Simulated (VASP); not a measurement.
# Ga (Im-3m) in VASP: notebook, part 2 of 2

VASP 6.6.1.

## (3) Single point, PBE

This run uses another cell than the first one, of 19.18 Å³/atom, 1.414 times its volume.

The input, INCAR:

```
PREC = Accurate
ENCUT = 520
EDIFF = 1E-7
ISMEAR = -1
SIGMA = 0.1
LREAL = False
LASPH = True
NELM = 100
ALGO = Normal
ISIF = 2
LWAVE = False
LCHARG = False
GGA = PE
NBANDS = 12
```

The input, KPOINTS:

```
Automatic mesh
0
Gamma
  18 18 18
```

The input, POSCAR:

```
Ga
1.0
   -1.6864174149      1.6864174149      1.6864174149
    1.6864174149     -1.6864174149      1.6864174149
    1.6864174149      1.6864174149     -1.6864174149
Ga
1
Direct
    0.0000000000      0.0000000000      0.0000000000
```

Potentials or basis: VASP PAW PBE potentials, release 64 (Ga_d).

Run with:

```bash
cat potpaw_PBE.64/Ga_d/POTCAR > POTCAR
mpirun -np 1 vasp_std > vasp.out
```

OUTCAR:

```text
PREC = Accurate
   ENCUT = 520
   EDIFF = 1E-7
   ISMEAR = -1
   LREAL = False
   LASPH = True
   NELM = 100
   ISIF = 2
   GGA = PE

 ion  position               nearest neighbor table
   1  0.000  0.000  0.000-

  LATTYP: Found a body centered cubic cell.
 ALAT       =     3.3728348298

  Lattice vectors:

 A1 = (  -1.6864174149,   1.6864174149,   1.6864174149)
 A2 = (   1.6864174149,  -1.6864174149,   1.6864174149)
 A3 = (   1.6864174149,   1.6864174149,  -1.6864174149)

Analysis of symmetry for initial positions (statically):
=====================================================================
 Subroutine PRICEL returns:
 Original cell was already a primitive cell.

 Routine SETGRP: Setting up the symmetry group for a
 body centered cubic supercell.

 Subroutine GETGRP returns: Found 48 space group operations
 (whereof 48 operations were pure point group operations)
 out of a pool of 48 trial point group operations.

The static configuration has the point symmetry O_h .

Analysis of symmetry for dynamics (positions and initial velocities):
=====================================================================
 Subroutine PRICEL returns:
 Original cell was already a primitive cell.

 Routine SETGRP: Setting up the symmetry group for a
 body centered cubic supercell.

 Subroutine GETGRP returns: Found 48 space group operations
 (whereof 48 operations were pure point group operations)
 out of a pool of 48 trial point group operations.

The dynamic configuration has the point symmetry O_h .

 Subroutine INISYM returns: Found 48 space group operations
 (whereof 48 operations are pure point group operations),
 and found     1 'primitive' translations

----------------------------------------------------------------------------------------
[... 108 lines left out ...]
   IALGO  =     38    algorithm
   IMIX   =      4    mixing-type and parameters
     AMIX     =   0.40;   BMIX     =  1.00
     AMIX_MAG =   1.60;   BMIX_MAG =  1.00
  volume/ion in A,a.u.               =      19.18       129.46
  Fermi-wavevector in a.u.,A,eV,Ry     =   1.437929  2.717292 28.131960  2.067641
  Thomas-Fermi vector in A             =   2.556953
   LORBIT       =      0    0 simple, 1 ext, 2 COOP (PROOUT), +10 PAW based schemes
   GGA     = PE    functional components
   LHFCALC =     F    Hartree Fock is set to
   AEXX    =    0.0000 exact exchange contribution
   IVDW    =     0    specifies the selected vdW correction
   LEPSILON=     F    determine dielectric tensor
   LRPA    =     F    only Hartree local field effects (RPA)
 non-spin polarized calculation
  energy-cutoff  :      520.00
  volume of cell :       19.18
 maximum number of plane-waves:       533
 NGX is ok and might be reduce to    24
   NGX = 11   NGY = 11   NGZ = 11

 number of electron      12.9999990 magnetization

 Free energy of the ion-electron system (eV)
  ---------------------------------------------------
  ext. energy  EPLUGINS =         0.00000000
  ---------------------------------------------------
  free energy    TOTEN  =        -2.88006035 eV

  energy without entropy =       -2.86691494  energy(sigma->0) =       -2.87348764

 E-fermi :   5.4196     XC(G=0): -10.9386

 val. band max:        5.4095848561   @ k =  -0.3889   0.3889   0.1667
 cond. band min:       5.4205631822   @ k =   0.2778   0.2778   0.0556
 fundamental gap:      0.0109783261
 Fermi energy:         5.4195891553

 k-point     1 :       0.0000    0.0000    0.0000
  band No.  band energies     occupation
      1      -9.5122      2.00000
      2      -9.5122      2.00000
      3      -9.5122      2.00000
      4      -9.3324      2.00000
      5      -9.3324      2.00000
      6      -5.5084      2.00000
      7      17.7723      0.00000
      8      17.7723      0.00000
      9      17.7723      0.00000
     10      22.4114      0.00000
     11      22.4114      0.00000
     12      22.4114      0.00000
[... 331 lines left out ...]
 k-point    24 :       0.3889    0.1111    0.0000
  band No.  band energies     occupation
      1      -9.5795      2.00000
      2      -9.5415      2.00000
      3      -9.3464      2.00000
      4      -9.3394      2.00000
      5      -9.2468      2.00000
      6       0.0917      2.00000
      7       3.2317      2.00000
      8      10.4303      0.00000
      9      13.3316      0.00000
     10      17.7411      0.00000
     11      20.0809      0.00000
     12      24.5133      0.00000

 [... further k-points ...]
[... 5 lines left out ...]
  --------------------------------------------------------------------------------------
  -------------------------------------------------------------------------------------
  Total        0.0085692      0.0085692      0.0085692      0.0000000     -0.0000000      0.0000000
  in kB        0.7156443      0.7156443      0.7156443      0.0000000     -0.0000000      0.0000000
  external PRESSURE =       0.7156443 kB  Pullay stress =       0.0000000 kB

 VOLUME and BASIS-vectors are now :
 -----------------------------------------------------------------------------
  energy-cutoff  :      520.00
  volume of cell :       19.18
      direct lattice vectors                 reciprocal lattice vectors
    -1.686417415  1.686417415  1.686417415     0.000000000  0.296486502  0.296486502
     1.686417415 -1.686417415  1.686417415     0.296486502  0.000000000  0.296486502
     1.686417415  1.686417415 -1.686417415     0.296486502  0.296486502  0.000000000

 POSITION                                       TOTAL-FORCE (eV/Angst)
 -----------------------------------------------------------------------------------
      0.00000      0.00000      0.00000         0.000000      0.000000     -0.000000
 -----------------------------------------------------------------------------------
    total drift:                               -0.000000      0.000000      0.000000

  FREE ENERGIE OF THE ION-ELECTRON SYSTEM (eV)
  ---------------------------------------------------
  free  energy   TOTEN  =        -2.8800603486 eV

  energy  without entropy=       -2.8669149353  energy(sigma->0) =       -2.87348764
```

Run time: 22 s. Hardware: 1 thread of Intel Xeon Platinum 8488C (Sapphire Rapids), shared host; peak memory 0.17 GiB.

What came out:

| Item | Value |
| --- | --- |
| Free energy | -2.8801 eV |
| Pressure | 0.1 GPa |

Levels at points of the mesh, in eV from the Fermi level:
| k point | band 2 | band 3 | band 4 | band 5 | band 6 | band 7 | band 8 | band 9 | band 10 | band 11 |
| --- | --- | --- | --- | --- | --- | --- | --- | --- | --- | --- |
| (0.00, 0.00, 0.00) | -14.93 | -14.93 | -14.75 | -14.75 | -10.93 | 12.35 | 12.35 | 12.35 | 16.99 | 16.99 |
| (0.50, 0.00, 0.00) | -14.99 | -14.76 | -14.75 | -14.64 | -4.50 | -3.67 | 6.91 | 8.93 | 11.34 | 11.61 |
| (0.50, 0.50, 0.50) | -15.03 | -14.67 | -14.67 | -14.67 | 1.30 | 1.60 | 1.60 | 1.60 | 5.73 | 5.73 |

## (4) Relaxation of cell and atoms, PBE, target pressure 39 GPa, at which the enthalpy is minimised

The input, INCAR:

```
SYSTEM = Ga
PREC = Accurate ; ENCUT = 600
EDIFF = 1E-6 ; ISMEAR = -1
SIGMA = 0.1 ; LREAL = .FALSE.
LASPH = .TRUE. ; NELM = 80
ALGO = Normal ; ISIF = 3
LWAVE = .FALSE. ; LCHARG = .FALSE.
GGA = PE ; IBRION = 2
NSW = 60 ; EDIFFG = -0.005
PSTRESS = 390.0
```

The input, KPOINTS:

```
Automatic mesh
0
G
  18 18 18
  0 0 0
```

The input, POSCAR:

```
Ga
1.0
   -1.5023514815      1.5023514815      1.5023514815
    1.5023514815     -1.5023514815      1.5023514815
    1.5023514815      1.5023514815     -1.5023514815
Ga
1
Direct
    0.0000000000      0.0000000000      0.0000000000
```

Run with:

```bash
cat potpaw_PBE.64/Ga_d/POTCAR > POTCAR
mpirun -np 1 vasp_std > vasp.out
```

Wall time 43 s (1 thread of Intel Xeon Platinum 8488C (Sapphire Rapids), shared host); peak memory 0.17 GiB.

The run converged. Its results:

* Free energy: -2.3902 eV
* Relaxed volume: 13.58 Å³/atom
* Relaxed cell: a = 2.603 Å, b = 2.603 Å, c = 2.603 Å, α = 109.47°, β = 109.47°, γ = 109.47°
* Space group after relaxing (to 0.05 Å): Im-3m (No. 229)
* Energy change on relaxing (the enthalpy is what falls): -4.6 meV/atom
* Ionic steps: 3
* Pressure after relaxing: 39.0 GPa

The path:
```
step  energy change (eV)  largest force (eV/Å)  pressure (GPa)  volume (Å³)
   1              0.0000                0.0000           39.24        13.56
   2             -0.0098                0.0000           38.59        13.60
   3             -0.0046                0.0000           39.02        13.58
```

Final structure:
```
Ga
1.0
    -1.50305    1.50305    1.50305
     1.50305   -1.50305    1.50305
     1.50305    1.50305   -1.50305
Ga
1
Direct
  0.00000 0.00000 0.00000
```

Levels at points of the mesh, in eV from the Fermi level:
```
           k point  band 3  band 4  band 5  band 6  band 7  band 8  band 9  band 10
(0.00, 0.00, 0.00)  -15.56  -15.16  -15.16  -14.06   17.15   17.15   17.15    19.83
(0.50, 0.00, 0.00)  -15.18  -15.15  -14.91   -5.59   -4.69    9.06   10.91    13.37
(0.50, 0.50, 0.50)  -14.97  -14.97  -14.97    1.60    1.60    1.60    4.63     6.09
```

Caveat: the cell is relaxed towards a set pressure, so the enthalpy falls and the energy may rise.

## (5) Relaxation of cell and atoms, PBE

This run uses another cell than the first one, of 19.00 Å³/atom, 1.401 times its volume.

The input, INCAR:

```
ALGO = Normal
EDIFF = 1E-6
EDIFFG = -0.005
ENCUT = 600
GGA = PE
IBRION = 2
ISIF = 3
ISMEAR = -1
LASPH = T
LCHARG = F
LREAL = F
LWAVE = F
NELM = 80
NSW = 60
PREC = Accurate
SIGMA = 0.1
```

The input, KPOINTS:

```
k-points
0
Gamma
  18 18 18
```

The input, POSCAR:

```
Ga
1.0
   -1.6809877034      1.6809877034      1.6809877034
    1.6809877034     -1.6809877034      1.6809877034
    1.6809877034      1.6809877034     -1.6809877034
Ga
1
Direct
    0.0000000000      0.0000000000      0.0000000000
```

Run with:

```bash
cat potpaw_PBE.64/Ga_d/POTCAR > POTCAR
mpirun -np 1 vasp_std > vasp.out
```

Wall time 2.7 min (1 thread of Intel Xeon Platinum 8488C (Sapphire Rapids), shared host); peak memory 0.19 GiB.

The run converged. Its results:

| Quantity | Value |
| --- | --- |
| Free energy | -2.8799 eV |
| Relaxed volume | 19.19 Å³/atom |
| Relaxed cell | a = 2.921 Å, b = 2.921 Å, c = 2.921 Å, α = 109.47°, β = 109.47°, γ = 109.47° |
| Space group after relaxing (to 0.05 Å) | Im-3m (No. 229) |
| Energy gained by relaxing | 0.3 meV/atom |
| Ionic steps | 25 |
| Pressure after relaxing | 0.0 GPa |

The path:
```csv
step,energy change (eV),largest force (eV/Å),pressure (GPa),volume (Å³)
1,0.0000,0.0000,0.51,19.00
2,-0.0003,0.0000,-0.12,19.17
3,-0.0003,0.0000,0.15,19.15
4,-0.0003,0.0000,0.11,19.16
5,-0.0003,0.0000,-0.07,19.16
6,-0.0003,0.0000,0.19,19.14
7,-0.0003,0.0000,0.10,19.16
8,-0.0003,0.0000,0.11,19.16
9,-0.0003,0.0000,0.15,19.16
10,-0.0003,0.0000,0.09,19.16
11,-0.0003,0.0000,0.09,19.16
12,-0.0003,0.0000,0.10,19.16
13,-0.0003,0.0000,0.10,19.16
14,-0.0003,0.0000,0.10,19.16
15,-0.0003,0.0000,0.11,19.16
16,-0.0003,0.0000,0.11,19.16
17,-0.0003,0.0000,0.11,19.16
18,-0.0003,0.0000,0.11,19.16
19,-0.0003,0.0000,0.11,19.16
20,-0.0003,0.0000,0.11,19.16
21,-0.0003,0.0000,0.11,19.16
22,-0.0003,0.0000,0.11,19.16
23,-0.0003,0.0000,0.11,19.16
24,-0.0003,0.0000,0.06,19.18
25,-0.0003,0.0000,0.01,19.19
```

Final structure:
```yaml
crystal:
  lattice:
    - [-1.68664, 1.68664, 1.68664]
    - [1.68664, -1.68664, 1.68664]
    - [1.68664, 1.68664, -1.68664]
  atoms:
    - { symbol: Ga, position: [0.00000, 0.00000, 0.00000] }
```

Levels at points of the mesh, in eV from the Fermi level:
```tsv
k point	band 4	band 5	band 6	band 7	band 8	band 9
(0.00, 0.00, 0.00)	-14.75	-14.75	-10.92	12.35	12.35	12.35
(0.50, 0.00, 0.00)	-14.75	-14.64	-4.50	-3.67	6.91	8.93
(0.50, 0.50, 0.50)	-14.67	-14.67	1.30	1.60	1.60	1.60
```

## (6) The runs side by side

```tsv
task	cell	cutoff (eV)	gap on the mesh (eV)	pressure (GPa)
single point	a = 2.602 Å, angles 109.5°, 1 atom	520	none	39.3
single point	a = 2.921 Å, angles 109.5°, 1 atom	520	none	0.1
relaxation of cell and atoms	relaxed to 39 GPa from a = 2.602 Å, angles 109.5°, 1 atom	600	none	39.0
relaxation of cell and atoms	relaxed from a = 2.912 Å, angles 109.5°, 1 atom	600	none	0.0
```

Alike in all rows: level PBE; potentials or basis VASP PAW PBE potentials, release 64 (Ga_d); no spin polarisation; k mesh 18 × 18 × 18; smearing fermi-dirac 0.1 eV.

Caveats: the cell is relaxed towards a set pressure, so the enthalpy falls and the energy may rise (some runs).

Total energies depend on the potentials used, so only differences within one code and one set of settings carry meaning.
